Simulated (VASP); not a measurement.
# Cu3Sn2 (Pm-3m) in VASP: single point with PBE

Aim: the single point of Cu3Sn2 with PBE.

Everything below comes from runs of VASP 6.6.1. Logs are shortened: lines on timing, memory, paths and dates and some standing lists are left out, and cuts for length are marked.

### Step 1. The cell of the first run

Symmetry: Pm-3m, No. 221, cubic system. Conventional cell: a = 4.850 Å, b = 4.850 Å, c = 4.850 Å, α = 90.00°, β = 90.00°, γ = 90.00°. Cu (site symmetry 4/mmm) has 2 Sn at 2.42 Å within 3.2 Å. Sn (site symmetry m-3m) has 6 Cu at 2.42 Å within 3.2 Å. Within 4.5 Å of Sn (site symmetry m-3m) lie 12 Cu at 3.43 Å and 8 Sn at 4.20 Å.

### Step 2. Single point, PBE

File POSCAR:

```
Cu3Sn2
1.0
    4.8497378972      0.0000000000      0.0000000000
    0.0000000000      4.8497378972      0.0000000000
    0.0000000000      0.0000000000      4.8497378972
Cu Sn
3 2
Direct
    0.5000000000      0.0000000000      0.0000000000
    0.0000000000      0.5000000000      0.0000000000
    0.0000000000      0.0000000000      0.5000000000
    0.0000000000      0.0000000000      0.0000000000
    0.5000000000      0.5000000000      0.5000000000
```

File INCAR.step1:

```
ALGO = Fast
EDIFF = 1E-6
ENCUT = 520
GGA = PE
ISIF = 2
ISMEAR = 0
LASPH = True
LCHARG = True
LMAXMIX = 4
LREAL = False
LWAVE = False
NBANDS = 38
NELM = 60
PREC = Accurate
SIGMA = 0.1
```

File KPOINTS.step1:

```
k-points
0
Gamma
  8 8 8
```

File INCAR.step2:

```
ALGO = Fast
EDIFF = 1E-6
ENCUT = 520
GGA = PE
ICHARG = 11
ISIF = 2
ISMEAR = -5
LASPH = True
LCHARG = False
LMAXMIX = 4
LORBIT = 11
LREAL = False
LWAVE = False
NEDOS = 1001
NELM = 60
PREC = Accurate
SIGMA = 0.1
```

File KPOINTS.step2:

```
k-points
0
Gamma
  12 12 12
```

Potentials or basis: VASP PAW PBE potentials, release 64 (Cu, Sn_d).

Launch:

```console
cat potpaw_PBE.64/Cu/POTCAR potpaw_PBE.64/Sn_d/POTCAR > POTCAR
cp INCAR.step1 INCAR
cp KPOINTS.step1 KPOINTS
mpirun -np 1 vasp_std > vasp.out
cp INCAR.step2 INCAR
cp KPOINTS.step2 KPOINTS
mpirun -np 1 vasp_std > vasp.out
```

OUTCAR:

```text
EDIFF = 1E-6
   ENCUT = 520
   GGA = PE
   ICHARG = 11
   ISIF = 2
   ISMEAR = -5
   LASPH = True
   LORBIT = 11
   LREAL = False
   NELM = 60
   PREC = Accurate

 ion  position               nearest neighbor table
   1  0.500  0.000  0.000-   4 2.42   4 2.42
   2  0.000  0.500  0.000-   4 2.42   4 2.42
   3  0.000  0.000  0.500-   4 2.42   4 2.42
   4  0.000  0.000  0.000-   1 2.42   2 2.42   3 2.42   3 2.42   2 2.42   1 2.42
   5  0.500  0.500  0.500-

  LATTYP: Found a simple cubic cell.
 ALAT       =     4.8497378972

  Lattice vectors:

 A1 = (   4.8497378972,   0.0000000000,   0.0000000000)
 A2 = (   0.0000000000,   4.8497378972,   0.0000000000)
 A3 = (   0.0000000000,   0.0000000000,   4.8497378972)

Analysis of symmetry for initial positions (statically):
=====================================================================
 Subroutine PRICEL returns:
 Original cell was already a primitive cell.

 Routine SETGRP: Setting up the symmetry group for a
 simple cubic supercell.

 Subroutine GETGRP returns: Found 48 space group operations
 (whereof 48 operations were pure point group operations)
 out of a pool of 48 trial point group operations.

The static configuration has the point symmetry O_h .

Analysis of symmetry for dynamics (positions and initial velocities):
=====================================================================
 Subroutine PRICEL returns:
 Original cell was already a primitive cell.

 Routine SETGRP: Setting up the symmetry group for a
 simple cubic supercell.

 Subroutine GETGRP returns: Found 48 space group operations
 (whereof 48 operations were pure point group operations)
 out of a pool of 48 trial point group operations.

The dynamic configuration has the point symmetry O_h .

 Subroutine INISYM returns: Found 48 space group operations
 (whereof 48 operations are pure point group operations),
 and found     1 'primitive' translations

----------------------------------------------------------------------------------------

                                     Primitive cell

  volume of cell :     114.0656

  direct lattice vectors                    reciprocal lattice vectors
     4.849737897  0.000000000  0.000000000     0.206196710  0.000000000  0.000000000
     0.000000000  4.849737897  0.000000000     0.000000000  0.206196710  0.000000000
     0.000000000  0.000000000  4.849737897     0.000000000  0.000000000  0.206196710

  length of vectors
     4.849737897  4.849737897  4.849737897     0.206196710  0.206196710  0.206196710

  position of ions in fractional coordinates (direct lattice)
     0.500000000  0.000000000  0.000000000
     0.000000000  0.500000000  0.000000000
     0.000000000  0.000000000  0.500000000
     0.000000000  0.000000000  0.000000000
     0.500000000  0.500000000  0.500000000

  ion indices of the primitive-cell ions
   primitive index   ion index
                 1           1
                 2           2
                 3           3
                 4           4
                 5           5

----------------------------------------------------------------------------------------

 KPOINTS: k-points

Automatic generation of k-mesh.
 Grid dimensions read from file:
 generate k-points for:   12   12   12

 Generating k-lattice:

  Cartesian coordinates                     Fractional coordinates (reciprocal lattice)
     0.017183059  0.000000000  0.000000000     0.083333333  0.000000000  0.000000000
     0.000000000  0.017183059  0.000000000     0.000000000  0.083333333  0.000000000
     0.000000000  0.000000000  0.017183059     0.000000000  0.000000000  0.083333333

  Length of vectors
     0.017183059  0.017183059  0.017183059

  Shift w.r.t. Gamma in fractional coordinates (k-lattice)
     0.000000000  0.000000000  0.000000000

 TETIRR: Found    854 inequivalent tetrahedra from    10368

 Subroutine IBZKPT returns following result:
 ===========================================

 Found     84 irreducible k-points:

 Following reciprocal coordinates:
            Coordinates               Weight
  0.000000  0.000000  0.000000      1.000000
  0.083333  0.000000  0.000000      6.000000
  0.166667  0.000000  0.000000      6.000000
  0.250000  0.000000  0.000000      6.000000
  0.333333  0.000000  0.000000      6.000000
  0.416667  0.000000  0.000000      6.000000
[... 16 lines left out ...]
  0.333333  0.333333  0.000000     12.000000
  0.416667  0.333333  0.000000     24.000000
 [... further k-points ...]
   k-points           NKPTS =     84   k-points in BZ     NKDIM =     84   number of bands    NBANDS=     36
   number of dos      NEDOS =   1001   number of ions     NIONS =      5
   total plane-waves  NPLWV =  46656
   dimension x,y,z NGX =    36 NGY =   36 NGZ =   36
   dimension x,y,z NGXF=    72 NGYF=   72 NGZF=   72
   ions per type =               3   2
   NGX,Y,Z   is equivalent  to a cutoff of  12.34, 12.34, 12.34 a.u.
   NGXF,Y,Z  is equivalent  to a cutoff of  24.68, 24.68, 24.68 a.u.
 SYSTEM =  unknown system
   PREC   = accura    normal or accurate (medium, high low for compatibility)
   ISTART =      0    job   : 0-new  1-cont  2-samecut
   ICHARG =     11    charge: 1-file 2-atom 10-const
   ISPIN  =      1    spin polarized calculation?
   LNONCOLLINEAR =      F non collinear calculations
   LSORBIT =      F    spin-orbit coupling
   LASPH  =      T    aspherical Exc in radial PAW
   ENCUT  =  520.0 eV  38.22 Ry    6.18 a.u.   9.02  9.02  9.02*2*pi/ulx,y,z
   NELM   =     60;   NELMIN=  2; NELMDL=  0     # of ELM steps
   EDIFF  = 0.1E-05   stopping-criterion for ELM
   LREAL  =      F    real-space projection
   EDIFFG = 0.1E-04   stopping-criterion for IOM
   NSW    =      0    number of steps for IOM
   IBRION =     -1    ionic relax: 0-MD 1-quasi-New 2-CG
   NFREE  =      0    steps in history (QN), initial steepest desc. (CG)
   ISIF   =      2    stress and relaxation
   ISYM   =      2    0-nonsym 1-usesym 2-fastsym
   POTIM  = 0.5000    time-step for ionic-motion
   TEBEG  =    0.0;   TEEND  =   0.0 temperature during run
   PSTRESS=    0.0 pullay stress
   NELECT =      61.0000    total number of electrons
   NUPDOWN=      -1.0000    fix difference up-down
   EMIN   =  10.00;   EMAX   =-10.00  energy-range for DOS
   EFERMI =   0.00;   METHOD = LEGACY
   ISMEAR =    -5;   SIGMA  =   0.10  broadening in eV -4-tet -1-fermi 0-gaus
   EFERMI_NEDOS =   21; number of points for ismear=-14 and -15
   IALGO  =     68    algorithm
   IMIX   =      4    mixing-type and parameters
     AMIX     =   0.40;   BMIX     =  1.00
     AMIX_MAG =   1.60;   BMIX_MAG =  1.00
  volume/ion in A,a.u.               =      22.81       153.95
  Fermi-wavevector in a.u.,A,eV,Ry     =   1.328821  2.511108 24.024698  1.765765
  Thomas-Fermi vector in A             =   2.458030
   LORBIT       =     11    0 simple, 1 ext, 2 COOP (PROOUT), +10 PAW based schemes
   GGA     = PE    functional components
   LHFCALC =     F    Hartree Fock is set to
   AEXX    =    0.0000 exact exchange contribution
   IVDW    =     0    specifies the selected vdW correction
   LEPSILON=     F    determine dielectric tensor
   LRPA    =     F    only Hartree local field effects (RPA)
 non-spin polarized calculation
 RMM-DIIS sequential band-by-band and
 Fermi weights with tetrahedron method with Bloechl corrections
  energy-cutoff  :      520.00
  volume of cell :      114.07
 maximum number of plane-waves:      3112

 number of electron      61.0000011 magnetization

 Free energy of the ion-electron system (eV)
  ---------------------------------------------------
  ext. energy  EPLUGINS =         0.00000000
  ---------------------------------------------------
  free energy    TOTEN  =       -15.79221316 eV

  energy without entropy =      -15.79221316  energy(sigma->0) =      -15.79221316

 E-fermi :   5.5470     XC(G=0): -10.0013

 val. band max:        5.6001003463   @ k =   0.5000   0.4167   0.0000
 cond. band min:       5.5170559809   @ k =   0.5000   0.1667   0.0833
 fundamental gap:     -0.0830443654
 Fermi energy:         5.5469532807

 k-point     1 :       0.0000    0.0000    0.0000
  band No.  band energies     occupation
      1     -16.4709      2.00000
      2     -16.4709      2.00000
      3     -16.4681      2.00000
      4     -16.4681      2.00000
      5     -16.4681      2.00000
      6     -15.8863      2.00000
[... 28 lines left out ...]
     35       7.1815      0.00000
     36       9.9621      0.00000

 k-point     2 :       0.0833    0.0000    0.0000
  band No.  band energies     occupation
      1     -16.4708      2.00000
      2     -16.4707      2.00000
      3     -16.4681      2.00000
      4     -16.4681      2.00000
      5     -16.4680      2.00000
      6     -15.8863      2.00000
[... 28 lines left out ...]
     35       7.1437      0.00000
     36      10.2428      0.00000

 k-point     3 :       0.1667    0.0000    0.0000
  band No.  band energies     occupation
      1     -16.4708      2.00000
      2     -16.4702      2.00000
      3     -16.4682      2.00000
      4     -16.4682      2.00000
      5     -16.4680      2.00000
      6     -15.8862      2.00000
[... 28 lines left out ...]
     35       7.1597      0.00000
     36      10.3345      0.00000

 k-point     4 :       0.2500    0.0000    0.0000
  band No.  band energies     occupation
      1     -16.4707      2.00000
      2     -16.4695      2.00000
      3     -16.4683      2.00000
      4     -16.4683      2.00000
      5     -16.4680      2.00000
      6     -15.8862      2.00000
[... 28 lines left out ...]
     35       8.1904      0.00000
     36       9.6881      0.00000

 k-point     5 :       0.3333    0.0000    0.0000
  band No.  band energies     occupation
      1     -16.4707      2.00000
      2     -16.4688      2.00000
      3     -16.4684      2.00000
      4     -16.4684      2.00000
      5     -16.4679      2.00000
      6     -15.8862      2.00000
[... 655 lines left out ...]
 k-point    22 :       0.5000    0.2500    0.0000
  band No.  band energies     occupation
      1     -16.4698      2.00000
      2     -16.4691      2.00000
      3     -16.4686      2.00000
      4     -16.4683      2.00000
      5     -16.4675      2.00000
      6     -15.8774      2.00000
[... 28 lines left out ...]
     35       9.2414      0.00000
     36       9.9466      0.00000

 k-point    23 :       0.3333    0.3333    0.0000
  band No.  band energies     occupation
      1     -16.4697      2.00000
      2     -16.4691      2.00000
      3     -16.4685      2.00000
      4     -16.4684      2.00000
      5     -16.4677      2.00000
      6     -15.8758      2.00000
[... 28 lines left out ...]
     35       9.2721      0.00000
     36       9.3453      0.00000

 k-point    24 :       0.4167    0.3333    0.0000
  band No.  band energies     occupation
      1     -16.4696      2.00000
      2     -16.4693      2.00000
      3     -16.4686      2.00000
      4     -16.4685      2.00000
      5     -16.4673      2.00000
      6     -15.8747      2.00000
[... 28 lines left out ...]
     35       8.8955      0.00000
     36       9.3119      0.00000

 [... further k-points ...]

------------------------ aborting loop because EDIFF is reached ----------------------------------------

  FORCE on cell =-STRESS in cart. coord.  units (eV):
  Direction    XX          YY          ZZ          XY          YZ          ZX
  --------------------------------------------------------------------------------------
  -------------------------------------------------------------------------------------
  Total        0.4024148      0.4024148      0.4024148      0.0000000      0.0000000     -0.0000000
  in kB        5.6523581      5.6523581      5.6523581      0.0000000      0.0000000     -0.0000000
  external PRESSURE =       5.6523581 kB  Pullay stress =       0.0000000 kB

 VOLUME and BASIS-vectors are now :
 -----------------------------------------------------------------------------
  energy-cutoff  :      520.00
  volume of cell :      114.07
      direct lattice vectors                 reciprocal lattice vectors
     4.849737897  0.000000000  0.000000000     0.206196710  0.000000000  0.000000000
     0.000000000  4.849737897  0.000000000     0.000000000  0.206196710  0.000000000
     0.000000000  0.000000000  4.849737897     0.000000000  0.000000000  0.206196710

 POSITION                                       TOTAL-FORCE (eV/Angst)
 -----------------------------------------------------------------------------------
      2.42487      0.00000      0.00000         0.000000      0.000000      0.000000
      0.00000      2.42487      0.00000         0.000000      0.000000      0.000000
      0.00000      0.00000      2.42487         0.000000      0.000000      0.000000
      0.00000      0.00000      0.00000         0.000000      0.000000      0.000000
      2.42487      2.42487      2.42487         0.000000      0.000000      0.000000
 -----------------------------------------------------------------------------------
    total drift:                                0.000000      0.000000     -0.000000

  FREE ENERGIE OF THE ION-ELECTRON SYSTEM (eV)
  ---------------------------------------------------
  free  energy   TOTEN  =       -15.7922131649 eV

  energy  without entropy=      -15.7922131649  energy(sigma->0) =      -15.79221316

 total charge

# of ion       s       p       d       tot
------------------------------------------
    1        0.423   0.242   9.239   9.904
    2        0.423   0.242   9.239   9.904
    3        0.423   0.242   9.239   9.904
    4        1.145   1.498  10.020  12.663
    5        1.350   0.639   9.947  11.935
--------------------------------------------------
tot          3.763   2.862  47.685  54.310
```

It took 3.4 min on 1 thread of Intel Xeon 6975P-C (Granite Rapids), shared host; peak memory 0.4 GiB.

What came out:

```yaml
Valence_electrons_inside_the_program's_atomic_spheres: Cu 9.90; Sn 12.66, 11.94
```

Caveat: spin-orbit coupling is left out, which moves the levels of the heavy elements.
